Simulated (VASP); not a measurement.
Crystal: Cu.

```
CELL_PARAMETERS angstrom
0.00000 1.83129 1.83129
1.83129 0.00000 1.83129
1.83129 1.83129 0.00000
ATOMIC_POSITIONS crystal
Cu 0.00000 0.00000 0.00000
```

Program: VASP 6.6.1. Alike in all runs: task single point; potentials or basis VASP PAW PBE potentials, release 64 (Cu); no spin polarisation; cell as given; smearing fermi-dirac 0.05 eV.

Problem. Order these runs on this cell by their pressure, lowest first.
A. level SVWN5; k mesh 13 × 13 × 13; cutoff (eV) 600
B. level PBE0; k mesh 8 × 8 × 8; cutoff (eV) 520; grid for exact exchange (PRECFOCK) Normal; share of exact exchange 0.25
C. level r2SCAN0; k mesh 7 × 7 × 7; cutoff (eV) 520; grid for exact exchange (PRECFOCK) Normal; share of exact exchange 0.25

Solution. A (-16.5 GPa), C (-6.7 GPa), B (-2.6 GPa).

Caveats: some runs use coarse meshes; the PAW data sets were made with another functional, which shifts forces and pressure a little; the cell stands under tension (at least some runs).
